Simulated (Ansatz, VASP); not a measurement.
**One calculation of SnSbS2, two programs**

```
Sn Sb S
1.0
     1.90044    1.09722    7.65683
    -1.90044    1.09722    7.65683
     0.00000   -2.19444    7.65683
Sn Sb S
1 1 2
Cartesian
  0.0000 0.0000 0.0000
  0.0000 0.0000 11.4852
  0.0000 0.0000 17.3392
  0.0000 0.0000 5.6313
```

Change from the starting cell: species swapped into the RbGdSe2 type (R-3m, No. 166).

Alike in both runs: functional PBE; k mesh 6 × 6 × 6; occupations gaussian, width 0.1 eV; no spin polarisation.

Ansatz relaxed the structure, and its values are those at the end. VASP's run is a single point on that final structure, the one shown.

|  | VASP | Ansatz |
| --- | --- | --- |
| version | VASP 6.6.1 | Ansatz 0.2.0 |
| potentials or method | VASP PAW PBE potentials, release 64 (Sn_d, Sb, S), cutoff 520 eV | scalar-relativistic, plane waves, PAW |
| valence electrons in the cell | 31 | 41 |

```tsv
	VASP	Ansatz	Ansatz less VASP
gap on the k mesh at the Fermi level (eV)	none	none	-
pressure (GPa)	-0.3	-0.1	+0.15
rms of the force components (eV/Å)	0.006	0.014	+0.0076
```

A gap of «none» marks a metal or a gap that the smearing closes. The functional is the same, so the differences come from potentials, cutoffs and numerics. VASP's potentials hold 31 valence electrons a cell and Ansatz's 41, so a difference there can come from the potentials and not from the codes.

Spin-orbit coupling is off throughout.
